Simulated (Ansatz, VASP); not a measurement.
One calculation of BN, two programs

Contents of POSCAR:

```
BN
1.0
    2.4676475277      0.0000000000      0.0000000000
   -1.2338237638      2.1370454466      0.0000000000
    0.0000000000      0.0000000000      4.2708611086
B N
2 2
Direct
    0.6666666667      0.3333333333      0.9997995909
    0.3333333333      0.6666666667      0.4997995909
    0.6666666667      0.3333333333      0.6252004091
    0.3333333333      0.6666666667      0.1252004091
```

Contents of INCAR.step1:

```
SYSTEM = BN
PREC = Accurate
ENCUT = 520
ISMEAR = 0
SIGMA = 0.05
LREAL = .FALSE.
LASPH = .TRUE.
NELM = 100
NBANDS = 16
GGA = PE
ALGO = Normal
EDIFF = 1E-4
LWAVE = .TRUE.
LCHARG = .FALSE.
```

INCAR.step2

```
SYSTEM = BN
PREC = Accurate
ENCUT = 520
EDIFF = 1E-7
ISMEAR = 0
SIGMA = 0.05
LREAL = .FALSE.
LASPH = .TRUE.
NELM = 100
ALGO = Normal
ISIF = 2
LWAVE = .FALSE.
LCHARG = .FALSE.
METAGGA = R2SCAN
LMIXTAU = .TRUE.
NBANDS = 16
ISTART = 1
```

File KPOINTS:

```
Automatic mesh
0
G
  12 12 6
  0 0 0
```

Input for Ansatz:

```yaml
crystal:
  lattice:
    - [2.4676475277, 0.0, 0.0]
    - [-1.2338237638, 2.1370454466, 0.0]
    - [0.0, 0.0, 4.2708611086]
  atoms:
    - { symbol: B, position: [0.6666666667, 0.3333333333, 0.9997995909] }
    - { symbol: B, position: [0.3333333333, 0.6666666667, 0.4997995909] }
    - { symbol: "N", position: [0.6666666667, 0.3333333333, 0.6252004091] }
    - { symbol: "N", position: [0.3333333333, 0.6666666667, 0.1252004091] }
basis:
  ecutwfc: 500
kpoints:
  mp_grid: { grid: [12, 12, 6] }
hamiltonian:
  xc: r2scan
scf:
  occupations: { method: gaussian, width: 0.05 }
output:
  forces: true
  stress: true
  eigenvalues: true
```

Change from the starting cell: strain -0.030 along x and y, +0.015 along z, atoms carried along.

Alike in both runs: task single point; functional r2SCAN; k mesh 12 × 12 × 6; occupations gaussian, width 0.05 eV; no spin polarisation.

|  | VASP | Ansatz |
| --- | --- | --- |
| version | VASP 6.6.1 | Ansatz 0.2.0 |
| potentials or method | VASP PAW PBE potentials, release 64 (B, N), cutoff 520 eV | scalar-relativistic, plane waves, PAW |
| valence electrons in the cell | 16 | 16 |

VASP gave:

| Item | Value |
| --- | --- |
| gap on the k mesh at the Fermi level (eV) | 5.46 |
| least direct gap on the mesh (eV) | 8.00 |
| pressure (GPa) | 21.9 |
| traceless stress, the component that is largest in VASP (GPa) | -33.19 |
| rms of the force components (eV/Å) | 0.032 |

Q: What did Ansatz give for the same quantities?

A: gap on the k mesh at the Fermi level (eV): 5.50; least direct gap on the mesh (eV): 8.02; pressure (GPa): 20.6; traceless stress, the component that is largest in VASP (GPa): -33.00; rms of the force components (eV/Å): 0.023.

VASP's potentials were made for PBE, not for r2SCAN. Atom by atom the forces differ by 0.009 eV/Å (rms over components).
